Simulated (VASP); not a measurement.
# Pd (Im-3m) in VASP: a series of runs

Pd is run at these levels: PBEsol+D3(BJ); tasks: single point.

Everything below comes from runs of VASP 6.6.1. Logs are shortened: lines on timing, memory, paths and dates and some standing lists are left out, and cuts for length are marked.

## (1) The cell of the first run

The structure is cubic, space group Im-3m (No. 229). Conventional cell: a = 3.060 Å, b = 3.060 Å, c = 3.060 Å, α = 90.00°, β = 90.00°, γ = 90.00°. Within 3.5 Å of Pd (site symmetry m-3m) lie 14 Pd at 2.65 to 3.06 Å.

This isn't the form of Pd at room conditions, which is fcc.

## (2) Single point, PBEsol+D3(BJ)

Input file INCAR:

```
SYSTEM = Pd
ALGO     = Normal         ! electronic algorithm
EDIFF    = 1E-7           ! SCF threshold, eV
ENCUT    = 520            ! plane-wave cutoff, eV
GGA      = PS             ! functional
ISIF     = 2              ! what is computed and relaxed
ISMEAR   = -1             ! smearing method
IVDW     = 12             ! dispersion correction
LASPH    = .TRUE.         ! aspherical terms in the spheres
LCHARG   = .FALSE.        ! write CHGCAR
LREAL    = .FALSE.        ! projectors in reciprocal space
LWAVE    = .FALSE.        ! write WAVECAR
NBANDS   = 11             ! bands
NELM     = 80             ! most SCF steps
PREC     = Accurate       ! precision mode
SIGMA    = 0.1            ! smearing width, eV
```

Input file KPOINTS:

```
k-points
0
G
  19 19 19
  0 0 0
```

Input file POSCAR:

```
Pd
1.0
    2.6499496494     -0.0000000147     -0.0000000254
   -0.8833165360      2.4983964940     -0.0000000254
   -0.8833165360     -1.2491982103      2.1636748537
Pd
1
Direct
    0.0000000000      0.0000000000      0.0000000000
```

Potentials or basis: VASP PAW PBE potentials, release 64 (Pd).

Command:

```sh
$ cat potpaw_PBE.64/Pd/POTCAR > POTCAR
$ mpirun -np 1 vasp_std > vasp.out
```

OUTCAR:

```text
SYSTEM = Pd
   EDIFF = 1E-7
   ENCUT = 520
   GGA = PS
   ISIF = 2
   ISMEAR = -1
   IVDW = 12
   LASPH = .TRUE.
   LREAL = .FALSE.
   NELM = 80
   PREC = Accurate
 IVDW          = 12

 ion  position               nearest neighbor table
   1  0.000  0.000  0.000-

  LATTYP: Found a body centered cubic cell.
 ALAT       =     3.0598982867

  Lattice vectors:

 A1 = (   2.6499496494,  -0.0000000147,  -0.0000000254)
 A2 = (  -0.8833165360,   2.4983964940,  -0.0000000254)
 A3 = (  -0.8833165360,  -1.2491982103,   2.1636748537)

Analysis of symmetry for initial positions (statically):
=====================================================================
 Subroutine PRICEL returns:
 Original cell was already a primitive cell.

 Routine SETGRP: Setting up the symmetry group for a
 body centered cubic supercell.

 Subroutine GETGRP returns: Found 48 space group operations
 (whereof 48 operations were pure point group operations)
 out of a pool of 48 trial point group operations.

The static configuration has the point symmetry O_h .

Analysis of symmetry for dynamics (positions and initial velocities):
=====================================================================
 Subroutine PRICEL returns:
 Original cell was already a primitive cell.

 Routine SETGRP: Setting up the symmetry group for a
 body centered cubic supercell.

 Subroutine GETGRP returns: Found 48 space group operations
 (whereof 48 operations were pure point group operations)
 out of a pool of 48 trial point group operations.

The dynamic configuration has the point symmetry O_h .

 Subroutine INISYM returns: Found 48 space group operations
 (whereof 48 operations are pure point group operations),
 and found     1 'primitive' translations

----------------------------------------------------------------------------------------

                                     Primitive cell

  volume of cell :      14.3249

  direct lattice vectors                    reciprocal lattice vectors
     2.649949649 -0.000000015 -0.000000025     0.377365664  0.133418910  0.231088323
    -0.883316536  2.498396494 -0.000000025     0.000000004  0.400256730  0.231088323
    -0.883316536 -1.249198210  2.163674854     0.000000004  0.000000006  0.462176657

  length of vectors
     2.649949649  2.649949649  2.649949649     0.462176657  0.462176657  0.462176657

  position of ions in fractional coordinates (direct lattice)
     0.000000000  0.000000000  0.000000000

  ion indices of the primitive-cell ions
   primitive index   ion index
                 1           1

----------------------------------------------------------------------------------------

 KPOINTS: k-points

Automatic generation of k-mesh.
 Grid dimensions read from file:
 generate k-points for:   19   19   19

 Generating k-lattice:

  Cartesian coordinates                     Fractional coordinates (reciprocal lattice)
     0.019861351  0.007022048  0.012162543     0.052631579 -0.000000000  0.000000000
     0.000000000  0.021066144  0.012162543     0.000000000  0.052631579  0.000000000
     0.000000000  0.000000000  0.024325087     0.000000000 -0.000000000  0.052631579

  Length of vectors
     0.024325087  0.024325087  0.024325087

  Shift w.r.t. Gamma in fractional coordinates (k-lattice)
     0.000000000  0.000000000  0.000000000

 Subroutine IBZKPT returns following result:
 ===========================================

 Found    220 irreducible k-points:

 Following reciprocal coordinates:
            Coordinates               Weight
  0.000000  0.000000  0.000000      1.000000
  0.052632 -0.000000  0.000000     12.000000
  0.105263 -0.000000  0.000000     12.000000
  0.157895 -0.000000 -0.000000     12.000000
  0.210526  0.000000 -0.000000     12.000000
  0.263158  0.000000  0.000000     12.000000
[... 16 lines left out ...]
  0.263158  0.105263  0.000000     48.000000
  0.315789  0.105263  0.000000     48.000000
 [... further k-points ...]
   k-points           NKPTS =    220   k-points in BZ     NKDIM =    220   number of bands    NBANDS=     11
   number of dos      NEDOS =    301   number of ions     NIONS =      1
   total plane-waves  NPLWV =   8000
   dimension x,y,z NGX =    20 NGY =   20 NGZ =   20
   dimension x,y,z NGXF=    40 NGYF=   40 NGZF=   40
   ions per type =               1
   NGX,Y,Z   is equivalent  to a cutoff of  12.55, 12.55, 12.55 a.u.
   NGXF,Y,Z  is equivalent  to a cutoff of  25.09, 25.09, 25.09 a.u.
 SYSTEM =  Pd
   PREC   = accura    normal or accurate (medium, high low for compatibility)
   ISTART =      0    job   : 0-new  1-cont  2-samecut
   ICHARG =      2    charge: 1-file 2-atom 10-const
   ISPIN  =      1    spin polarized calculation?
   LNONCOLLINEAR =      F non collinear calculations
   LSORBIT =      F    spin-orbit coupling
   LASPH  =      T    aspherical Exc in radial PAW
   ENCUT  =  520.0 eV  38.22 Ry    6.18 a.u.   4.93  4.93  4.93*2*pi/ulx,y,z
   NELM   =     80;   NELMIN=  2; NELMDL= -5     # of ELM steps
   EDIFF  = 0.1E-06   stopping-criterion for ELM
   LREAL  =      F    real-space projection
   EDIFFG = 0.1E-05   stopping-criterion for IOM
   NSW    =      0    number of steps for IOM
   IBRION =     -1    ionic relax: 0-MD 1-quasi-New 2-CG
   NFREE  =      0    steps in history (QN), initial steepest desc. (CG)
   ISIF   =      2    stress and relaxation
   ISYM   =      2    0-nonsym 1-usesym 2-fastsym
   POTIM  = 0.5000    time-step for ionic-motion
   TEBEG  =    0.0;   TEEND  =   0.0 temperature during run
   PSTRESS=    0.0 pullay stress
   NELECT =      10.0000    total number of electrons
   NUPDOWN=      -1.0000    fix difference up-down
   EMIN   =  10.00;   EMAX   =-10.00  energy-range for DOS
   EFERMI =   0.00;   METHOD = LEGACY
   ISMEAR =    -1;   SIGMA  =   0.10  broadening in eV -4-tet -1-fermi 0-gaus
   EFERMI_NEDOS =   21; number of points for ismear=-14 and -15
   IALGO  =     38    algorithm
   IMIX   =      4    mixing-type and parameters
     AMIX     =   0.40;   BMIX     =  1.00
     AMIX_MAG =   1.60;   BMIX_MAG =  1.00
  volume/ion in A,a.u.               =      14.32        96.67
  Fermi-wavevector in a.u.,A,eV,Ry     =   1.452260  2.744374 28.695508  2.109060
  Thomas-Fermi vector in A             =   2.569663
   LORBIT       =      0    0 simple, 1 ext, 2 COOP (PROOUT), +10 PAW based schemes
   GGA     = PS    functional components
   LHFCALC =     F    Hartree Fock is set to
   AEXX    =    0.0000 exact exchange contribution
   IVDW    =    12    specifies the selected vdW correction
   LEPSILON=     F    determine dielectric tensor
   LRPA    =     F    only Hartree local field effects (RPA)
 non-spin polarized calculation
  energy-cutoff  :      520.00
  volume of cell :       14.32
 maximum number of plane-waves:       399
   NGX =  9   NGY =  9   NGZ =  9

 number of electron      10.0000000 magnetization

 number of electron       9.9999996 magnetization

 Free energy of the ion-electron system (eV)
  ---------------------------------------------------
  ext. energy  EPLUGINS =         0.00000000
  ---------------------------------------------------
  free energy    TOTEN  =        -5.92050180 eV

  energy without entropy =       -5.87971773  energy(sigma->0) =       -5.90010977

 E-fermi :  10.1193     XC(G=0): -13.5573

 val. band max:       10.1172042003   @ k =  -0.2105   0.2632   0.1579
 cond. band min:      10.1194570910   @ k =  -0.2105   0.2105   0.2105
 fundamental gap:      0.0022528907
 Fermi energy:        10.1193216144

 k-point     1 :       0.0000    0.0000    0.0000
  band No.  band energies     occupation
      1       2.6600      2.00000
      2       7.0061      2.00000
      3       7.0061      2.00000
      4       7.0061      2.00000
      5       9.1191      1.99991
      6       9.1191      1.99991
      7      29.5013      0.00000
      8      29.5013      0.00000
      9      29.5013      0.00000
     10      36.2878      0.00000
     11      38.4273      0.00000

 k-point     2 :       0.0526   -0.0000    0.0000
  band No.  band energies     occupation
      1       2.7699      2.00000
      2       6.9673      2.00000
      3       7.0073      2.00000
      4       7.0862      2.00000
      5       9.0719      1.99994
      6       9.1219      1.99991
      7      29.4676      0.00000
      8      29.5277      0.00000
      9      29.6400      0.00000
     10      36.2745      0.00000
     11      37.2830      0.00000

 k-point     3 :       0.1053   -0.0000    0.0000
  band No.  band energies     occupation
      1       3.0885      2.00000
      2       6.8565      2.00000
      3       7.0080      2.00000
      4       7.3222      2.00000
      5       8.9552      1.99998
      6       9.1311      1.99990
      7      29.2529      0.00000
      8      29.5291      0.00000
      9      30.0435      0.00000
     10      35.9526      0.00000
     11      36.1541      0.00000

 k-point     4 :       0.1579   -0.0000   -0.0000
  band No.  band energies     occupation
      1       3.5763      2.00000
      2       6.6897      2.00000
      3       7.0126      2.00000
      4       7.7016      2.00000
      5       8.8320      1.99999
      6       9.1492      1.99988
      7      28.5648      0.00000
      8      29.2897      0.00000
      9      30.6756      0.00000
     10      35.2413      0.00000
     11      35.5659      0.00000
[... 239 lines left out ...]
 k-point    22 :       0.2105    0.1053    0.0000
  band No.  band energies     occupation
      1       4.8499      2.00000
      2       6.3354      2.00000
      3       6.9493      2.00000
      4       8.6591      2.00000
      5       9.1988      1.99980
      6       9.4624      1.99720
      7      25.4882      0.00000
      8      27.2080      0.00000
      9      30.8046      0.00000
     10      32.1648      0.00000
     11      36.0596      0.00000

 k-point    23 :       0.2632    0.1053    0.0000
  band No.  band energies     occupation
      1       5.0033      2.00000
      2       6.1421      2.00000
      3       7.4541      2.00000
      4       8.7499      2.00000
      5       9.3735      1.99885
      6      10.1892      0.66396
      7      23.4466      0.00000
      8      26.3950      0.00000
      9      29.6074      0.00000
     10      32.9614      0.00000
     11      36.1945      0.00000

 k-point    24 :       0.3158    0.1053    0.0000
  band No.  band energies     occupation
      1       4.9459      2.00000
      2       5.9859      2.00000
      3       8.0878      2.00000
      4       8.8930      1.99999
      5       9.5028      1.99581
      6      11.1072      0.00010
      7      21.4272      0.00000
      8      25.6960      0.00000
      9      28.5595      0.00000
     10      33.7469      0.00000
     11      36.2031      0.00000

 [... further k-points ...]

------------------------ aborting loop because EDIFF is reached ----------------------------------------

 Edisp (eV)   -0.64095

 E8    (eV) :    -0.4280

  FORCE on cell =-STRESS in cart. coord.  units (eV):
  Direction    XX          YY          ZZ          XY          YZ          ZX
  --------------------------------------------------------------------------------------
  -------------------------------------------------------------------------------------
  Total      -0.20824    -0.20824    -0.20824     0.00000    -0.00000     0.00000
  in kB     -23.29079   -23.29079   -23.29079     0.00000    -0.00000     0.00000
  external pressure =      -23.29 kB  Pullay stress =        0.00 kB

 VOLUME and BASIS-vectors are now :
 -----------------------------------------------------------------------------
  energy-cutoff  :      520.00
  volume of cell :       14.32
      direct lattice vectors                 reciprocal lattice vectors
     2.649949649 -0.000000015 -0.000000025     0.377365664  0.133418910  0.231088323
    -0.883316536  2.498396494 -0.000000025     0.000000004  0.400256730  0.231088323
    -0.883316536 -1.249198210  2.163674854     0.000000004  0.000000006  0.462176657

 POSITION                                       TOTAL-FORCE (eV/Angst)
 -----------------------------------------------------------------------------------
      0.00000      0.00000      0.00000         0.000000      0.000000      0.000000
 -----------------------------------------------------------------------------------
    total drift:                                0.000000      0.000000     -0.000000

  FREE ENERGIE OF THE ION-ELECTRON SYSTEM (eV)
  ---------------------------------------------------
  free  energy   TOTEN  =        -6.5614533102 eV

  energy  without entropy=       -6.5206692441  energy(sigma->0) =       -6.54106128
```

It took 14 s on 1 thread of AMD EPYC 9R45 (Zen 5), shared host; peak memory 0.13 GiB.

What came out:

```yaml
Free_energy: -6.5615 eV
Pressure: -2.3 GPa
Band_gap_on_the_k_mesh: zero (bands 5 and 6 overlap by 1.72 eV)
Dispersion_energy_per_atom: -0.641 eV
```

Caveat: three body term missing; the PAW data sets were made with another functional, which shifts forces and pressure a little.

## (3) Single point, PBEsol+D3(BJ)

This run uses another cell than the first one, of 15.55 Å³/atom.

Input file INCAR:

```
PREC = Accurate
ENCUT = 520
EDIFF = 1E-7
ISMEAR = -1
SIGMA = 0.1
LREAL = False
LASPH = True
NELM = 100
ALGO = Normal
ISIF = 2
LWAVE = False
LCHARG = False
GGA = PS
IVDW = 12
NBANDS = 11
```

Input file KPOINTS:

```
Automatic mesh
0
Gamma
  19 19 19
```

Input file POSCAR:

```
Pd
1.0
    2.7232710213     -0.0000000151     -0.0000000261
   -0.9077569929      2.5675245466     -0.0000000261
   -0.9077569929     -1.2837622356      2.2235415040
Pd
1
Direct
    0.0000000000      0.0000000000      0.0000000000
```

Potentials or basis: VASP PAW PBE potentials, release 64 (Pd).

Command:

```sh
$ cat potpaw_PBE.64/Pd/POTCAR > POTCAR
$ mpirun -np 1 vasp_std > vasp.out
```

Wall time 14 s (1 thread of AMD EPYC 9R45 (Zen 5), shared host); peak memory 0.13 GiB.

The run converged. Its results:

- Free energy: -6.4872 eV
- Pressure: -16.1 GPa
- Band gap on the k mesh: zero (bands 5 and 6 overlap by 1.48 eV)
- Dispersion energy per atom: -0.590 eV

Levels at points of the mesh, in eV from the Fermi level:
```tsv
k point	band 1	band 2	band 3	band 4	band 5	band 6	band 7	band 8	band 9	band 10
(0.00, 0.00, 0.00)	-6.83	-2.75	-2.75	-2.75	-0.88	-0.88	19.20	19.20	19.20	26.50
```

Caveat: three body term missing; the cell stands under tension; the PAW data sets were made with another functional, which shifts forces and pressure a little.
